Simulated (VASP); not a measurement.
Write the native input for VASP 6.6.1 that does the following.

```yaml
Task: single point
Functional: r2SCAN
Potentials_or_basis: VASP PAW PBE potentials, release 64 (Ca_sv, Se)
Cutoff: 520 eV
k_mesh: 6 × 6 × 6
Occupations: gaussian, width 0.01 eV
Spin: no spin polarisation
Dipole_correction: no
Further_INCAR_settings: ALGO = Normal; EDIFF = 1e-06; NBANDS = 15
```

CaSe:

```xyz
2
Lattice="0.0000 3.3000 3.3000 3.3000 0.0000 3.3000 3.3000 3.3000 0.0000" Properties=species:S:1:pos:R:3 pbc="T T T"
Ca    0.0000    0.0000    0.0000
Se    4.9500    4.9500    4.9500
```

These files were run (other wordings do the same):

POSCAR

```
CaSe
1.0
    0.0000000000      3.3000000000      3.3000000000
    3.3000000000      0.0000000000      3.3000000000
    3.3000000000      3.3000000000      0.0000000000
Ca Se
1 1
Direct
    0.0000000000      0.0000000000      0.0000000000
    0.7500000000      0.7500000000      0.7500000000
```

INCAR.step1

```
SYSTEM = CaSe
PREC = Accurate
ENCUT = 520
ISMEAR = 0
SIGMA = 0.01
LREAL = .FALSE.
LASPH = .TRUE.
NELM = 100
NBANDS = 15
GGA = PE
ALGO = Normal
EDIFF = 1E-4
LWAVE = .TRUE.
LCHARG = .FALSE.
```

INCAR.step2

```
SYSTEM = CaSe
PREC = Accurate
ENCUT = 520
EDIFF = 1E-6
ISMEAR = 0
SIGMA = 0.01
LREAL = .FALSE.
LASPH = .TRUE.
NELM = 100
ALGO = Normal
ISIF = 2
LWAVE = .FALSE.
LCHARG = .FALSE.
METAGGA = R2SCAN
LMIXTAU = .TRUE.
NBANDS = 15
ISTART = 1
```

KPOINTS

```
regular mesh
0
G
  6 6 6
  0 0 0
```

Potentials or basis: VASP PAW PBE potentials, release 64 (Ca_sv, Se).

The run is started by

```console
$ cat potpaw_PBE.64/Ca_sv/POTCAR potpaw_PBE.64/Se/POTCAR > POTCAR
$ cp INCAR.step1 INCAR
$ mpirun -np 1 vasp_std > vasp.out
$ cp INCAR.step2 INCAR
$ mpirun -np 1 vasp_std > vasp.out
```

Results of the run:

```yaml
Pressure: -0.5 GPa
Band_gap_on_the_k_mesh: 3.63 eV, indirect (least direct gap 3.71 eV)
```

Caveat: the PAW data sets were made with another functional, which shifts forces and pressure a little.

It took 3 min on 1 thread of Intel Xeon 8259CL, with other jobs on the host, peak memory 0.22 GiB.
